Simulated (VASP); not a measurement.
Set up this calculation in VASP 6.6.1, as the native input.

```
Task                   : single point
Functional             : PBE
Dispersion             : D3(BJ)
Potentials or basis    : VASP PAW PBE potentials, release 64 (B, Pd_sv_GW)
Cutoff                 : 630 eV
k mesh                 : 3 × 2 × 2
Occupations            : gaussian, width 0.1 eV
Spin                   : collinear spin
Starting moments       : [0.0, -5.0, 5.0, 5.0, 5.0] μB
Dipole correction      : no
Further INCAR settings : ALGO = Normal; EDIFF = 1e-06; NBANDS = 50
```

The structure of BPd4 lies in POSCAR:

```
BPd4
1.0
    2.8920299704      0.0000000000      0.0000000000
    0.0000000000      4.3650077954      0.0000000000
    0.0000000000      0.0000000000      5.8563150000
B Pd
1 4
Direct
    0.5000000000      0.0000000000      0.8632270000
    0.5000000000      0.5000000000      0.8675610000
    0.0000000000      0.5000000000      0.3291640000
    0.0000000000      0.0000000000      0.6194700000
    0.5000000000      0.0000000000      0.1975780000
```

These files were run (other wordings do the same):

INCAR

```
SYSTEM = BPd4
PREC = Accurate
ENCUT = 630
EDIFF = 1E-6
ISMEAR = 0
SIGMA = 0.1
LREAL = .False.
LASPH = .True.
NELM = 200
ALGO = Normal
ISIF = 2
LWAVE = .False.
LCHARG = .True.
ISPIN = 2
MAGMOM = 0 -5 5 5 5
LORBIT = 11
LMAXMIX = 4
GGA = PE
IVDW = 12
LELF = .True.
LVHAR = .True.
NBANDS = 50
GGA_COMPAT = .False.
```

KPOINTS

```
Automatic mesh
0
Gamma
  3 2 2
  0 0 0
```

Potentials or basis: VASP PAW PBE potentials, release 64 (B, Pd_sv_GW).

Launch:

```bash
$ cat potpaw_PBE.64/B/POTCAR potpaw_PBE.64/Pd_sv_GW/POTCAR > POTCAR
$ mpirun -np 1 vasp_std > vasp.out
```

Results of the run:

The pressure is -7.1 GPa. The largest force is 0.494 eV/Å. The net moment is 0.00 μB per cell, the valence electrons inside the program's atomic spheres are B 1.78; Pd 15.68, 15.64, 15.73, 15.71 and the dispersion energy per atom is -0.513 eV.

Caveat: the k points lie up to 0.72 Å⁻¹ apart.

Run time: 120 s on 1 thread of Intel(R) Xeon(R) Platinum 8259CL CPU @ 2.50GHz (Skylake/Cascade Lake) (shared host), peak memory 0.27 GiB.
